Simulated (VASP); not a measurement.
A run of VASP 6.6.1 is set up as follows.

INCAR

```
ALGO = Normal ; EDIFF = 1E-6
ENCUT = 520 ; GGA = PE
ISIF = 2 ; ISMEAR = 0
IVDW = 12 ; LASPH = True
LCHARG = False ; LREAL = False
LWAVE = False ; NBANDS = 18
NELM = 100 ; PREC = Accurate
SIGMA = 0.15
```

KPOINTS

```
k-points
0
Gamma
  16 16 12
```

POSCAR

```
P
1.0
    1.9104514654     -4.3313963543      0.0000000000
    1.9104514654      4.3313963543      0.0000000000
    0.0000000000      0.0000000000      4.1668618235
P
4
Direct
    0.1063803446      0.8936196554      0.9280972034
    0.6063803446      0.3936196554      0.5719027966
    0.8936196554      0.1063803446      0.0719027966
    0.3936196554      0.6063803446      0.4280972034
```

Potentials or basis: VASP PAW PBE potentials, release 64 (P).

Launch:

```sh
$ cat potpaw_PBE.64/P/POTCAR > POTCAR
$ mpirun -np 1 vasp_std > vasp.out
```

(1) Estimate the pressure.

(2) What does it give for the dispersion energy per atom?

(3) What does it give for the band gap on the k mesh?

## Answers

(1) 9.7 GPa.

(2) -0.408 eV.

(3) zero (bands 10 and 11 overlap by 0.89 eV).

Caveat: the cell differs from its parent crystal (strain +0.1500 x Voigt [1, -1, 0, 0, 0, 0]); the stress differs along the axes, from -14 to 45 GPa; forces of over 1 eV/Å act on the atoms, so gaps and moduli don't describe the material at rest.
